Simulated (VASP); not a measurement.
Input of a VASP 6.6.1 run:

The input INCAR:

```
SYSTEM = Pt
  PREC = Accurate
  ENCUT = 520
  EDIFF = 1E-6
  ISMEAR = -1
  SIGMA = 0.1
  LREAL = .False.
  LASPH = .True.
  NELM = 60
  ALGO = Normal
  ISIF = 2
  LWAVE = .False.
  LCHARG = .False.
  GGA = RE
  NBANDS = 11
```

File KPOINTS:

```
Automatic mesh
0
Gamma
  13 13 13
  0 0 0
```

POSCAR

```
Pt
1.0
    2.6378003548      0.0000000000      0.0000000000
    0.0000000000      2.6378003548      0.0000000000
    0.0000000000      0.0000000000      2.6378003548
Pt
1
Direct
    0.0000000000      0.0000000000      0.0000000000
```

Potentials or basis: VASP PAW PBE potentials, release 64 (Pt).

Launch:

```console
$ cat potpaw_PBE.64/Pt/POTCAR > POTCAR
$ mpirun -np 1 vasp_std > vasp.out
```

Task: Predict the pressure.

Result: -0.5 GPa.

Task: Predict the band gap on the k mesh.

Result: Zero (band 5 reaches 9.76 eV, above the bottom of band 6 at 7.02 eV).

Caveat: the PAW data sets were made with another functional, which shifts forces and pressure a little; spin-orbit coupling is left out, which moves the levels of the heavy elements.
